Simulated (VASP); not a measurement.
# Re (P6_3/mmc) in VASP: further runs

Runs on Re. Level: PBE. Tasks: single point, relaxation of cell and atoms.

Everything below comes from runs of VASP 6.6.1. Logs are shortened: lines on timing, memory, paths and dates and some standing lists are left out, and cuts for length are marked.

### 1 The cell of the first run

Symmetry: P6_3/mmc, No. 194, hexagonal system. The conventional cell has a = 2.775 Å, b = 2.775 Å, c = 8.974 Å, α = 90.00°, β = 90.00°, γ = 120.00°. Within 3.6 Å of Re (site symmetry -6m2) lie 12 Re at 2.76 to 2.77 Å. Within 3.6 Å of Re (site symmetry -3m) lie 12 Re at 2.76 to 2.77 Å.

### 2 Single point, PBE

Input file INCAR:

```
SYSTEM = Re
PREC     = Accurate       ! precision mode
ENCUT    = 520            ! plane-wave cutoff, eV
EDIFF    = 1E-7           ! SCF threshold, eV
ISMEAR   = -1             ! smearing method
SIGMA    = 0.05           ! smearing width, eV
LREAL    = .False.        ! projectors in reciprocal space
LASPH    = .True.         ! aspherical terms in the spheres
NELM     = 80             ! most SCF steps
ALGO     = Fast           ! electronic algorithm
ISIF     = 2              ! what is computed and relaxed
LWAVE    = .False.        ! write WAVECAR
LCHARG   = .True.         ! write CHGCAR
GGA      = PE             ! functional
LELF     = .True.         ! ELF
LVHAR    = .True.       
NBANDS   = 22             ! bands
```

Input file KPOINTS:

```
Automatic mesh
0
Gamma
  11 11 3
  0 0 0
```

Input file POSCAR:

```
Re
1.0
    2.7745400634      0.0000000000      0.0000000000
   -1.3872700317      2.4028221788      0.0000000000
    0.0000000000      0.0000000000      8.9736613836
Re
4
Direct
    0.6666666667      0.3333333333      0.7500000000
    0.0000000000      0.0000000000      0.5000000000
    0.3333333333      0.6666666667      0.2500000000
    0.0000000000      0.0000000000      0.0000000000
```

Potentials or basis: VASP PAW PBE potentials, release 64 (Re).

Command:

```
$ cat potpaw_PBE.64/Re/POTCAR > POTCAR
$ mpirun -np 1 vasp_std > vasp.out
```

OUTCAR:

```text
SYSTEM = Re
   PREC = Accurate
   ENCUT = 520
   EDIFF = 1E-7
   ISMEAR = -1
   LREAL = .False.
   LASPH = .True.
   NELM = 80
   ISIF = 2
   GGA = PE

 ion  position               nearest neighbor table
   1  0.667  0.333  0.750-   2 2.76   4 2.76   2 2.76   4 2.76   2 2.76   4 2.76
   2  0.000  0.000  0.500-   1 2.76   3 2.76   1 2.76   3 2.76   1 2.76   3 2.76
   3  0.333  0.667  0.250-   2 2.76   4 2.76   2 2.76   4 2.76   2 2.76   4 2.76
   4  0.000  0.000  0.000-   1 2.76   3 2.76   1 2.76   3 2.76   1 2.76   3 2.76

  LATTYP: Found a hexagonal cell.
 ALAT       =     2.7745400634
 C/A-ratio  =     3.2342879103

  Lattice vectors:

 A1 = (   2.7745400634,   0.0000000000,   0.0000000000)
 A2 = (  -1.3872700317,   2.4028221788,   0.0000000000)
 A3 = (   0.0000000000,   0.0000000000,   8.9736613836)

Analysis of symmetry for initial positions (statically):
=====================================================================
 Subroutine PRICEL returns:
 Original cell was already a primitive cell.

 Routine SETGRP: Setting up the symmetry group for a
 hexagonal supercell.

 Subroutine GETGRP returns: Found 24 space group operations
 (whereof 12 operations were pure point group operations)
 out of a pool of 24 trial point group operations.

The static configuration has the point symmetry D_3d.
 The point group associated with its full space group is D_6h.

Analysis of symmetry for dynamics (positions and initial velocities):
=====================================================================
 Subroutine PRICEL returns:
 Original cell was already a primitive cell.

 Routine SETGRP: Setting up the symmetry group for a
 hexagonal supercell.

 Subroutine GETGRP returns: Found 24 space group operations
 (whereof 12 operations were pure point group operations)
 out of a pool of 24 trial point group operations.

The dynamic configuration has the point symmetry D_3d.
 The point group associated with its full space group is D_6h.

 Subroutine INISYM returns: Found 24 space group operations
 (whereof 12 operations are pure point group operations),
 and found     1 'primitive' translations

----------------------------------------------------------------------------------------

                                     Primitive cell

  volume of cell :      59.8249

  direct lattice vectors                    reciprocal lattice vectors
     2.774540063  0.000000000  0.000000000     0.360420097  0.208088640  0.000000000
    -1.387270032  2.402822179  0.000000000     0.000000000  0.416177281  0.000000000
     0.000000000  0.000000000  8.973661384     0.000000000  0.000000000  0.111437234

  length of vectors
     2.774540063  2.774540063  8.973661384     0.416177281  0.416177281  0.111437234

  position of ions in fractional coordinates (direct lattice)
     0.666666667  0.333333333  0.750000000
     0.000000000  0.000000000  0.500000000
     0.333333333  0.666666667  0.250000000
     0.000000000  0.000000000  0.000000000

  ion indices of the primitive-cell ions
   primitive index   ion index
                 1           1
                 2           2
                 3           3
                 4           4

----------------------------------------------------------------------------------------

 KPOINTS: Automatic mesh

Automatic generation of k-mesh.
 Grid dimensions read from file:
 generate k-points for:   11   11    3

 Generating k-lattice:

  Cartesian coordinates                     Fractional coordinates (reciprocal lattice)
     0.032765463  0.018917149  0.000000000     0.090909091  0.000000000  0.000000000
     0.000000000  0.037834298  0.000000000     0.000000000  0.090909091  0.000000000
     0.000000000  0.000000000  0.037145745     0.000000000  0.000000000  0.333333333

  Length of vectors
     0.037834298  0.037834298  0.037145745

  Shift w.r.t. Gamma in fractional coordinates (k-lattice)
     0.000000000  0.000000000  0.000000000

 Subroutine IBZKPT returns following result:
 ===========================================

 Found     32 irreducible k-points:

 Following reciprocal coordinates:
            Coordinates               Weight
  0.000000  0.000000  0.000000      1.000000
  0.090909  0.000000  0.000000      6.000000
  0.181818 -0.000000  0.000000      6.000000
  0.272727  0.000000  0.000000      6.000000
  0.363636  0.000000  0.000000      6.000000
  0.454545  0.000000  0.000000      6.000000
[... 16 lines left out ...]
  0.090909  0.090909  0.333333     12.000000
  0.181818  0.090909  0.333333     24.000000
 [... further k-points ...]
   k-points           NKPTS =     32   k-points in BZ     NKDIM =     32   number of bands    NBANDS=     22
   number of dos      NEDOS =    301   number of ions     NIONS =      4
   total plane-waves  NPLWV =  40320
   dimension x,y,z NGX =    24 NGY =   24 NGZ =   70
   dimension x,y,z NGXF=    48 NGYF=   48 NGZF=  140
   ions per type =               4
   NGX,Y,Z   is equivalent  to a cutoff of  14.38, 14.38, 12.97 a.u.
   NGXF,Y,Z  is equivalent  to a cutoff of  28.76, 28.76, 25.94 a.u.
 SYSTEM =  Re
   PREC   = accura    normal or accurate (medium, high low for compatibility)
   ISTART =      0    job   : 0-new  1-cont  2-samecut
   ICHARG =      2    charge: 1-file 2-atom 10-const
   ISPIN  =      1    spin polarized calculation?
   LNONCOLLINEAR =      F non collinear calculations
   LSORBIT =      F    spin-orbit coupling
   LASPH  =      T    aspherical Exc in radial PAW
   ENCUT  =  520.0 eV  38.22 Ry    6.18 a.u.   5.16  5.16 16.69*2*pi/ulx,y,z
   NELM   =     80;   NELMIN=  2; NELMDL= -5     # of ELM steps
   EDIFF  = 0.1E-06   stopping-criterion for ELM
   LREAL  =      F    real-space projection
   EDIFFG = 0.1E-05   stopping-criterion for IOM
   NSW    =      0    number of steps for IOM
   IBRION =     -1    ionic relax: 0-MD 1-quasi-New 2-CG
   NFREE  =      0    steps in history (QN), initial steepest desc. (CG)
   ISIF   =      2    stress and relaxation
   ISYM   =      2    0-nonsym 1-usesym 2-fastsym
   POTIM  = 0.5000    time-step for ionic-motion
   TEBEG  =    0.0;   TEEND  =   0.0 temperature during run
   PSTRESS=    0.0 pullay stress
   NELECT =      28.0000    total number of electrons
   NUPDOWN=      -1.0000    fix difference up-down
   EMIN   =  10.00;   EMAX   =-10.00  energy-range for DOS
   EFERMI =   0.00;   METHOD = LEGACY
   ISMEAR =    -1;   SIGMA  =   0.05  broadening in eV -4-tet -1-fermi 0-gaus
   EFERMI_NEDOS =   21; number of points for ismear=-14 and -15
   IALGO  =     68    algorithm
   IMIX   =      4    mixing-type and parameters
     AMIX     =   0.40;   BMIX     =  1.00
     AMIX_MAG =   1.60;   BMIX_MAG =  1.00
  volume/ion in A,a.u.               =      14.96       100.93
  Fermi-wavevector in a.u.,A,eV,Ry     =   1.271062  2.401959 21.981554  1.615599
  Thomas-Fermi vector in A             =   2.404016
   LORBIT       =      0    0 simple, 1 ext, 2 COOP (PROOUT), +10 PAW based schemes
   GGA     = PE    functional components
   LHFCALC =     F    Hartree Fock is set to
   AEXX    =    0.0000 exact exchange contribution
   IVDW    =     0    specifies the selected vdW correction
   LEPSILON=     F    determine dielectric tensor
   LRPA    =     F    only Hartree local field effects (RPA)
 non-spin polarized calculation
 RMM-DIIS sequential band-by-band and
  energy-cutoff  :      520.00
  volume of cell :       59.82
 maximum number of plane-waves:      1633
 NGX is ok and might be reduce to    24
   NGX = 11   NGY = 11   NGZ = 33

 number of electron      27.9999999 magnetization

 Free energy of the ion-electron system (eV)
  ---------------------------------------------------
  ext. energy  EPLUGINS =         0.00000000
  ---------------------------------------------------
  free energy    TOTEN  =       -49.71135518 eV

  energy without entropy =      -49.68700824  energy(sigma->0) =      -49.69918171

 E-fermi :   7.7710     XC(G=0): -13.6399

 val. band max:        7.7648212454   @ k =   0.1818   0.0909   0.3333
 cond. band min:       7.7723996209   @ k =   0.3636   0.2727   0.3333
 fundamental gap:      0.0075783755
 Fermi energy:         7.7709544370

 k-point     1 :       0.0000    0.0000    0.0000
  band No.  band energies     occupation
      1      -2.0689      2.00000
      2       0.2114      2.00000
      3       0.2875      2.00000
      4       1.1968      2.00000
      5       5.2728      2.00000
      6       5.3641      2.00000
[... 14 lines left out ...]
     21      10.2260      0.00000
     22      10.2317      0.00000

 k-point     2 :       0.0909    0.0000    0.0000
  band No.  band energies     occupation
      1      -1.7388      2.00000
      2       0.5180      2.00000
      3       0.5911      2.00000
      4       1.5110      2.00000
      5       4.8797      2.00000
      6       5.1481      2.00000
[... 14 lines left out ...]
     21      10.1709      0.00000
     22      10.2909      0.00000

 k-point     3 :       0.1818   -0.0000    0.0000
  band No.  band energies     occupation
      1      -0.8266      2.00000
      2       1.2584      2.00000
      3       1.3177      2.00000
      4       2.2824      2.00000
      5       4.2447      2.00000
      6       4.6516      2.00000
[... 14 lines left out ...]
     21      10.3846      0.00000
     22      10.5647      0.00000
[... 476 lines left out ...]
 k-point    23 :       0.0909    0.0909    0.3333
  band No.  band energies     occupation
      1      -0.8236      2.00000
      2      -0.0137      2.00000
      3       1.9267      2.00000
      4       2.0981      2.00000
      5       4.6053      2.00000
      6       4.8668      2.00000
[... 14 lines left out ...]
     21      10.6318      0.00000
     22      11.3563      0.00000

 k-point    24 :       0.1818    0.0909    0.3333
  band No.  band energies     occupation
      1       0.2163      2.00000
      2       0.8578      2.00000
      3       2.6717      2.00000
      4       2.9290      2.00000
      5       3.8499      2.00000
      6       4.1214      2.00000
[... 14 lines left out ...]
     21      10.7980      0.00000
     22      12.4836      0.00000

 [... further k-points ...]

------------------------ aborting loop because EDIFF is reached ----------------------------------------

  FORCE on cell =-STRESS in cart. coord.  units (eV):
  Direction    XX          YY          ZZ          XY          YZ          ZX
  --------------------------------------------------------------------------------------
  -------------------------------------------------------------------------------------
  Total       -0.3017896     -0.3017896     -0.3259814      0.0000000      0.0000000      0.0000000
  in kB       -8.0822551     -8.0822551     -8.7301365      0.0000000      0.0000000      0.0000000
  external PRESSURE =      -8.2982156 kB  Pullay stress =       0.0000000 kB

 VOLUME and BASIS-vectors are now :
 -----------------------------------------------------------------------------
  energy-cutoff  :      520.00
  volume of cell :       59.82
      direct lattice vectors                 reciprocal lattice vectors
     2.774540063  0.000000000  0.000000000     0.360420097  0.208088640  0.000000000
    -1.387270032  2.402822179  0.000000000     0.000000000  0.416177281  0.000000000
     0.000000000  0.000000000  8.973661384     0.000000000  0.000000000  0.111437234

 POSITION                                       TOTAL-FORCE (eV/Angst)
 -----------------------------------------------------------------------------------
      1.38727      0.80094      6.73025         0.000000     -0.000000      0.000000
      0.00000      0.00000      4.48683        -0.000000      0.000000      0.000000
     -0.00000      1.60188      2.24342        -0.000000      0.000000      0.000000
      0.00000      0.00000      0.00000        -0.000000      0.000000      0.000000
 -----------------------------------------------------------------------------------
    total drift:                               -0.000000      0.000000      0.000000

  FREE ENERGIE OF THE ION-ELECTRON SYSTEM (eV)
  ---------------------------------------------------
  free  energy   TOTEN  =       -49.7113551754 eV

  energy  without entropy=      -49.6870082366  energy(sigma->0) =      -49.69918171
```

It took 2 min on 1 thread of Intel Xeon Platinum 8259CL at 2.50GHz (Skylake/Cascade Lake), shared host; peak memory 0.2 GiB.

What came out:

* Free energy: -49.7114 eV
* Pressure: -0.8 GPa
* Band gap on the k mesh: zero (bands 14 and 15 overlap by 2.37 eV)

Caveat: spin-orbit coupling is left out, which moves the levels of the heavy elements.

### 3 Relaxation of cell and atoms, PBE

This run uses another cell than the first one, of 14.81 Å³/atom.

Input file INCAR:

```
SYSTEM = Re
PREC     = Accurate       ! precision mode
ENCUT    = 600            ! plane-wave cutoff, eV
EDIFF    = 1E-6           ! SCF threshold, eV
ISMEAR   = -1             ! smearing method
SIGMA    = 0.05           ! smearing width, eV
LREAL    = .False.        ! projectors in reciprocal space
LASPH    = .True.         ! aspherical terms in the spheres
NELM     = 80             ! most SCF steps
ALGO     = Normal         ! electronic algorithm
ISIF     = 3              ! what is computed and relaxed
LWAVE    = .False.        ! write WAVECAR
LCHARG   = .False.        ! write CHGCAR
GGA      = PE             ! functional
IBRION   = 2              ! ionic algorithm
NSW      = 60             ! ionic steps
EDIFFG   = -0.01          ! ionic threshold
```

Input file KPOINTS:

```
regular mesh
0
Gamma
  11 11 3
  0 0 0
```

Input file POSCAR:

```
Re
1.0
    2.7663873939      0.0000000000      0.0000000000
   -1.3831936969      2.3957617598      0.0000000000
    0.0000000000      0.0000000000      8.9388451600
Re
4
Direct
    0.6666666667      0.3333333333      0.7500000000
    0.0000000000      0.0000000000      0.5000000000
    0.3333333333      0.6666666667      0.2500000000
    0.0000000000      0.0000000000      0.0000000000
```

Potentials or basis: VASP PAW PBE potentials, release 64 (Re).

Command:

```
$ cat potpaw_PBE.64/Re/POTCAR > POTCAR
$ mpirun -np 1 vasp_std > vasp.out
```

It took 4.9 min on 1 thread of Intel Xeon Platinum 8259CL at 2.50GHz (Skylake/Cascade Lake), shared host; peak memory 0.22 GiB.

It converged, with:

| Property | Result |
| --- | --- |
| Free energy | -49.7159 eV |
| Relaxed volume | 14.93 Å³/atom |
| Relaxed cell | a = 2.773 Å, b = 2.773 Å, c = 8.967 Å, α = 90.00°, β = 90.00°, γ = 120.00° |
| Space group after relaxing (to 0.1 Å) | P6_3/mmc (No. 194) |
| Energy gained by relaxing | 1.1 meV/atom |
| Ionic steps | 10 |
| Pressure after relaxing | 0.0 GPa |

The path:
```
step  energy change (eV)  largest force (eV/Å)  pressure (GPa)  volume (Å³)
   1              0.0000                0.0000            2.98        59.24
   2              0.0644                0.0000          -11.03        61.64
   3             -0.0043                0.0000           -0.04        59.72
   4             -0.0043                0.0000           -0.02        59.71
   5             -0.0043                0.0000            0.04        59.70
   6             -0.0043                0.0000            0.10        59.69
   7             -0.0043                0.0000            0.10        59.70
   8             -0.0043                0.0000            0.09        59.70
   9             -0.0043                0.0000           -0.22        59.75
  10             -0.0043                0.0000            0.00        59.71
```

Final structure:
```
CELL_PARAMETERS angstrom
2.77286 0.00000 0.00000
-1.38643 2.40137 0.00000
0.00000 0.00000 8.96676
ATOMIC_POSITIONS crystal
Re 0.66667 0.33333 0.75000
Re 0.00000 0.00000 0.50000
Re 0.33333 0.66667 0.25000
Re 0.00000 0.00000 0.00000
```

Levels at points of the mesh, in eV from the Fermi level:
```csv
k point,band 12,band 13,band 14,band 15,band 16,band 17
"(0.00, 0.00, 0.00)",-1.19,-1.19,-1.09,-1.09,0.48,0.64
```

Caveat: the highest band is partly filled, so the run has too few bands; spin-orbit coupling is left out, which moves the levels of the heavy elements.
